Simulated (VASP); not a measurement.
# Cd2O (P4_2/nmc) in VASP: relaxation of cell and atoms with r2SCAN

Aim: the relaxation of cell and atoms of Cd2O with r2SCAN.

Program: VASP 6.6.1. These are calculated values, not measurements. Logs are shortened: lines on timing, memory, paths and dates and some standing lists are left out, and cuts for length are marked.

### 1 The cell of the first run

It takes space group P4_2/nmc (No. 137, tetragonal). The conventional cell has a = 3.291 Å, b = 3.291 Å, c = 9.738 Å, α = 90.00°, β = 90.00°, γ = 90.00°. Cd (site symmetry 2mm) has 2 O at 2.21 Å within 2.9 Å. O (site symmetry -4m2) has 4 Cd at 2.21 Å within 2.9 Å.

### 2 Relaxation of cell and atoms, r2SCAN

Contents of POSCAR:

```
Cd2O
1.0
    3.2910774251      0.0000000000      0.0000000000
    0.0000000000      3.2910774251      0.0000000000
    0.0000000000      0.0000000000      9.7379090439
Cd O
4 2
Direct
    0.0000000000      0.5000000000      0.1512614732
    0.0000000000      0.5000000000      0.6512614732
    0.5000000000      0.0000000000      0.3487385268
    0.5000000000      0.0000000000      0.8487385268
    0.0000000000      0.0000000000      0.0000000000
    0.5000000000      0.5000000000      0.5000000000
```

Contents of INCAR.step1:

```
SYSTEM = Cd2O
PREC = Accurate
ENCUT = 600
ISMEAR = 0
SIGMA = 0.1
LREAL = .FALSE.
LASPH = .TRUE.
NELM = 100
GGA = PE
ALGO = Normal
EDIFF = 1E-4
LWAVE = .TRUE.
LCHARG = .FALSE.
```

Contents of INCAR.step2:

```
SYSTEM = Cd2O
PREC = Accurate
ENCUT = 600
EDIFF = 1E-6
ISMEAR = 0
SIGMA = 0.1
LREAL = .FALSE.
LASPH = .TRUE.
NELM = 100
ALGO = Normal
ISIF = 3
LWAVE = .FALSE.
LCHARG = .FALSE.
METAGGA = R2SCAN
LMIXTAU = .TRUE.
IBRION = 2
NSW = 90
EDIFFG = -0.04
ISTART = 1
```

Contents of KPOINTS:

```
regular mesh
0
G
  6 6 2
  0 0 0
```

Potentials or basis: VASP PAW PBE potentials, release 64 (Cd, O).

Command:

```
> cat potpaw_PBE.64/Cd/POTCAR potpaw_PBE.64/O/POTCAR > POTCAR
> cp INCAR.step1 INCAR
> mpirun -np 1 vasp_std > vasp.out
> cp INCAR.step2 INCAR
> mpirun -np 1 vasp_std > vasp.out
```

OUTCAR:

```text
SYSTEM = Cd2O
   PREC = Accurate
   ENCUT = 600
   EDIFF = 1E-6
   ISMEAR = 0
   LREAL = .FALSE.
   LASPH = .TRUE.
   NELM = 100
   ISIF = 3
   METAGGA = R2SCAN
   IBRION = 2
   NSW = 90
   EDIFFG = -0.04
   ISTART = 1

 ion  position               nearest neighbor table
   1  0.000  0.500  0.151-   5 2.21   5 2.21   3 3.02   3 3.02   3 3.02   3 3.02   4 3.75   4 3.75
                             4 3.75   4 3.75
   2  0.000  0.500  0.651-   6 2.21   6 2.21   4 3.02   4 3.02   4 3.02   4 3.02   3 3.75   3 3.75
                             3 3.75   3 3.75
   3  0.500  0.000  0.349-   6 2.21   6 2.21   1 3.02   1 3.02   1 3.02   1 3.02   2 3.75   2 3.75
                             2 3.75   2 3.75
   4  0.500  0.000  0.849-   5 2.21   5 2.21   2 3.02   2 3.02   2 3.02   2 3.02   1 3.75   1 3.75
                             1 3.75   1 3.75
   5  0.000  0.000  0.000-   1 2.21   4 2.21   1 2.21   4 2.21
   6  0.500  0.500  0.500-   2 2.21   3 2.21   3 2.21   2 2.21

  LATTYP: Found a simple tetragonal cell.
 ALAT       =     3.2910774251
 C/A-ratio  =     2.9588817843

  Lattice vectors:

 A1 = (   3.2910774251,   0.0000000000,   0.0000000000)
 A2 = (   0.0000000000,   3.2910774251,   0.0000000000)
 A3 = (   0.0000000000,   0.0000000000,   9.7379090439)

Analysis of symmetry for initial positions (statically):
=====================================================================
 Subroutine PRICEL returns:
 Original cell was already a primitive cell.

 Routine SETGRP: Setting up the symmetry group for a
 simple tetragonal supercell.

 Subroutine GETGRP returns: Found 16 space group operations
 (whereof  8 operations were pure point group operations)
 out of a pool of 16 trial point group operations.

The static configuration has the point symmetry D_2d.
 The point group associated with its full space group is D_4h.

Analysis of symmetry for dynamics (positions and initial velocities):
=====================================================================
 Subroutine PRICEL returns:
 Original cell was already a primitive cell.

 Routine SETGRP: Setting up the symmetry group for a
 simple tetragonal supercell.

 Subroutine GETGRP returns: Found 16 space group operations
 (whereof  8 operations were pure point group operations)
 out of a pool of 16 trial point group operations.

The dynamic configuration has the point symmetry D_2d.
 The point group associated with its full space group is D_4h.

 Subroutine INISYM returns: Found 16 space group operations
 (whereof  8 operations are pure point group operations),
 and found     1 'primitive' translations

----------------------------------------------------------------------------------------

                                     Primitive cell

  volume of cell :     105.4731

  direct lattice vectors                    reciprocal lattice vectors
     3.291077425  0.000000000  0.000000000     0.303851861  0.000000000  0.000000000
     0.000000000  3.291077425  0.000000000     0.000000000  0.303851861  0.000000000
     0.000000000  0.000000000  9.737909044     0.000000000  0.000000000  0.102691450

  length of vectors
     3.291077425  3.291077425  9.737909044     0.303851861  0.303851861  0.102691450

  position of ions in fractional coordinates (direct lattice)
     0.000000000  0.500000000  0.151261473
     0.000000000  0.500000000  0.651261473
     0.500000000  0.000000000  0.348738527
     0.500000000  0.000000000  0.848738527
     0.000000000  0.000000000  0.000000000
     0.500000000  0.500000000  0.500000000

  ion indices of the primitive-cell ions
   primitive index   ion index
                 1           1
                 2           2
                 3           3
                 4           4
                 5           5
                 6           6

----------------------------------------------------------------------------------------

 KPOINTS: regular mesh

Automatic generation of k-mesh.
 Grid dimensions read from file:
 generate k-points for:    6    6    2

 Generating k-lattice:

  Cartesian coordinates                     Fractional coordinates (reciprocal lattice)
     0.050641977  0.000000000  0.000000000     0.166666667  0.000000000  0.000000000
     0.000000000  0.050641977  0.000000000     0.000000000  0.166666667  0.000000000
     0.000000000  0.000000000  0.051345725     0.000000000  0.000000000  0.500000000

  Length of vectors
     0.050641977  0.050641977  0.051345725

  Shift w.r.t. Gamma in fractional coordinates (k-lattice)
     0.000000000  0.000000000  0.000000000

 Subroutine IBZKPT returns following result:
 ===========================================

 Found     20 irreducible k-points:

 Following reciprocal coordinates:
            Coordinates               Weight
  0.000000  0.000000  0.000000      1.000000
  0.166667  0.000000  0.000000      4.000000
  0.333333  0.000000  0.000000      4.000000
  0.500000  0.000000  0.000000      2.000000
  0.166667  0.166667  0.000000      4.000000
  0.333333  0.166667  0.000000      8.000000
[... 12 lines left out ...]
  0.500000  0.333333  0.500000      4.000000
  0.500000  0.500000  0.500000      1.000000
   k-points           NKPTS =     20   k-points in BZ     NKDIM =     20   number of bands    NBANDS=     36
   number of dos      NEDOS =    301   number of ions     NIONS =      6
   total plane-waves  NPLWV =  62720
   dimension x,y,z NGX =    28 NGY =   28 NGZ =   80
   dimension x,y,z NGXF=    56 NGYF=   56 NGZF=  160
   ions per type =               4   2
   NGX,Y,Z   is equivalent  to a cutoff of  14.14, 14.14, 13.66 a.u.
   NGXF,Y,Z  is equivalent  to a cutoff of  28.29, 28.29, 27.32 a.u.
 SYSTEM =  Cd2O
   PREC   = accura    normal or accurate (medium, high low for compatibility)
   ISTART =      1    job   : 0-new  1-cont  2-samecut
   ICHARG =      0    charge: 1-file 2-atom 10-const
   ISPIN  =      1    spin polarized calculation?
   LNONCOLLINEAR =      F non collinear calculations
   LSORBIT =      F    spin-orbit coupling
   LASPH  =      T    aspherical Exc in radial PAW
   ENCUT  =  600.0 eV  44.10 Ry    6.64 a.u.   6.57  6.57 19.45*2*pi/ulx,y,z
   NELM   =    100;   NELMIN=  2; NELMDL=  0     # of ELM steps
   EDIFF  = 0.1E-05   stopping-criterion for ELM
   LREAL  =      F    real-space projection
   EDIFFG = -.4E-01   stopping-criterion for IOM
   NSW    =     90    number of steps for IOM
   IBRION =      2    ionic relax: 0-MD 1-quasi-New 2-CG
   NFREE  =      1    steps in history (QN), initial steepest desc. (CG)
   ISIF   =      3    stress and relaxation
   ISYM   =      2    0-nonsym 1-usesym 2-fastsym
   POTIM  = 0.5000    time-step for ionic-motion
   TEBEG  =    0.0;   TEEND  =   0.0 temperature during run
   PSTRESS=    0.0 pullay stress
   NELECT =      60.0000    total number of electrons
   NUPDOWN=      -1.0000    fix difference up-down
   EMIN   =  10.00;   EMAX   =-10.00  energy-range for DOS
   EFERMI =   0.00;   METHOD = LEGACY
   ISMEAR =     0;   SIGMA  =   0.10  broadening in eV -4-tet -1-fermi 0-gaus
   EFERMI_NEDOS =   21; number of points for ismear=-14 and -15
   IALGO  =     38    algorithm
   IMIX   =      4    mixing-type and parameters
     AMIX     =   0.40;   BMIX     =  1.00
     AMIX_MAG =   1.60;   BMIX_MAG =  1.00
  volume/ion in A,a.u.               =      17.58       118.63
  Fermi-wavevector in a.u.,A,eV,Ry     =   1.356473  2.563363 25.034993  1.840020
  Thomas-Fermi vector in A             =   2.483474
   LORBIT       =      0    0 simple, 1 ext, 2 COOP (PROOUT), +10 PAW based schemes
   METAGGA = R2SCAN    functional components
   LHFCALC =     F    Hartree Fock is set to
   AEXX    =    0.0000 exact exchange contribution
   IVDW    =     0    specifies the selected vdW correction
   LEPSILON=     F    determine dielectric tensor
   LRPA    =     F    only Hartree local field effects (RPA)
 conjugate gradient relaxation of ions
 non-spin polarized calculation
 Gauss-broadening in eV      SIGMA  =   0.10
  energy-cutoff  :      600.00
  volume of cell :      105.47
 maximum number of plane-waves:      3567
 NGX is ok and might be reduce to    28
   NGX = 13   NGY = 13   NGZ = 39

--------------------------------------- Ionic step        1  -------------------------------------------

 number of electron      60.0000023 magnetization

 Free energy of the ion-electron system (eV)
  ---------------------------------------------------
  ext. energy  EPLUGINS =         0.00000000
  ---------------------------------------------------
  free energy    TOTEN  =       -96.22088229 eV

  energy without entropy =      -96.20802718  energy(sigma->0) =      -96.21445474

------------------------ aborting loop because EDIFF is reached ----------------------------------------

  FORCE on cell =-STRESS in cart. coord.  units (eV):
  Direction    XX          YY          ZZ          XY          YZ          ZX
  --------------------------------------------------------------------------------------
  -------------------------------------------------------------------------------------
  Total        0.5676940      0.5676940      1.7261786      0.0000000      0.0000000      0.0000000
  in kB        8.6234889      8.6234889     26.2213105      0.0000000      0.0000000      0.0000000
  external PRESSURE =      14.4894294 kB  Pullay stress =       0.0000000 kB
[... 185 lines left out ...]
  energy  without entropy=      -96.2294919123  energy(sigma->0) =      -96.23508820

--------------------------------------- Ionic step        6  -------------------------------------------

 number of electron      60.0000030 magnetization

 Free energy of the ion-electron system (eV)
  ---------------------------------------------------
  ext. energy  EPLUGINS =         0.00000000
  ---------------------------------------------------
  free energy    TOTEN  =       -96.24069018 eV

  energy without entropy =      -96.22951076  energy(sigma->0) =      -96.23510047

 E-fermi :   2.1300     XC(G=0): -11.2739

 val. band max:        2.1025228004   @ k =   0.5000   0.3333   0.5000
 cond. band min:       2.1851346231   @ k =   0.5000   0.3333   0.0000
 fundamental gap:      0.0826118227
 Fermi energy:         2.1300209727

 k-point     1 :       0.0000    0.0000    0.0000
  band No.  band energies     occupation
      1     -17.0340      2.00000
      2     -17.0102      2.00000
      3      -7.5616      2.00000
      4      -7.2429      2.00000
      5      -7.1960      2.00000
      6      -7.1417      2.00000
[... 802 lines left out ...]
  FREE ENERGIE OF THE ION-ELECTRON SYSTEM (eV)
  ---------------------------------------------------
  free  energy   TOTEN  =       -96.2406901801 eV

  energy  without entropy=      -96.2295107605  energy(sigma->0) =      -96.23510047

 reached required accuracy - stopping structural energy minimisation
```

It took 13 min on 1 thread of Intel Xeon 6975P-C (Granite Rapids), shared host; peak memory 0.31 GiB.

What came out:

| Item | Value |
| --- | --- |
| Free energy | -96.2407 eV |
| Relaxed volume | 17.92 Å³/atom |
| Relaxed cell | a = 3.288 Å, b = 3.288 Å, c = 9.944 Å, α = 90.00°, β = 90.00°, γ = 90.00° |
| Space group after relaxing (to 0.05 Å) | P4_2/nmc (No. 137) |
| Energy gained by relaxing | 3.3 meV/atom |
| Ionic steps | 6 |
| Pressure after relaxing | -0.1 GPa |
| Largest force after relaxing | 0.036 eV/Å |
| Band gap on the k mesh | zero (band 30 reaches 3.49 eV, above the bottom of band 31 at 1.60 eV) |

Forces on the atoms (eV/Å):
```
Cd   0.000  0.000  0.036
Cd   0.000  0.000  0.036
Cd   0.000  0.000 -0.036
Cd   0.000  0.000 -0.036
O    0.000  0.000  0.000
O    0.000  0.000  0.000
```

Step by step:
| step | energy change (eV) | largest force (eV/Å) | pressure (GPa) | volume (Å³) |
| --- | --- | --- | --- | --- |
| 1 | 0.0000 | 0.0501 | 1.45 | 105.47 |
| 2 | -0.0107 | 0.1822 | -0.74 | 107.92 |
| 3 | -0.0115 | 0.1553 | -0.30 | 107.40 |
| 4 | -0.0169 | 0.0782 | -0.21 | 107.45 |
| 5 | -0.0198 | 0.0400 | -0.06 | 107.53 |
| 6 | -0.0198 | 0.0361 | -0.07 | 107.53 |

Final structure:
```xyz
6
Lattice="3.2884 0.0000 0.0000 0.0000 3.2884 0.0000 0.0000 0.0000 9.9442" Properties=species:S:1:pos:R:3 pbc="T T T"
Cd    0.0000    1.6442    1.4833
Cd    0.0000    1.6442    6.4555
Cd    1.6442    3.2884    3.4888
Cd    1.6442    3.2884    8.4609
O     0.0000    0.0000    0.0000
O     1.6442    1.6442    4.9721
```

Caveat: the PAW data sets were made with another functional, which shifts forces and pressure a little.
